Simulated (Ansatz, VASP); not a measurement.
# Two plane-wave programs on Hf

```
Hf
1.0
     3.16027    0.00000    0.00000
    -1.58013    2.73687    0.00000
     0.00000    0.00000    4.99622
Hf
2
Cartesian
  0.0000 1.8246 1.2491
  1.5801 0.9123 3.7472
```

Alike in both runs: task single point; functional PBEsol; k mesh 18 × 18 × 10; occupations gaussian, width 0.15 eV; no spin polarisation.

|  | VASP | Ansatz |
| --- | --- | --- |
| version | VASP 6.6.1 | Ansatz 0.2.0 |
| potentials or method | VASP PAW PBE potentials, release 64 (Hf_pv), cutoff 520 eV | scalar-relativistic, plane waves, PAW |
| valence electrons in the cell | 20 | 52 |

Ansatz gave:

* gap on the k mesh at the Fermi level (eV): none
* pressure (GPa): 0.0
* traceless stress, the component that is largest in VASP (GPa): 0.11

Problem. Which values does VASP return?

Solution. gap on the k mesh at the Fermi level (eV): none; pressure (GPa): -0.4; traceless stress, the component that is largest in VASP (GPa): 0.04.

VASP's potentials were made for PBE, not for PBEsol. A gap of «none» marks a metal or a gap that the smearing closes. VASP's potentials hold 20 valence electrons a cell and Ansatz's 52, so a difference there can come from the potentials and not from the codes.

Spin-orbit coupling is off throughout.
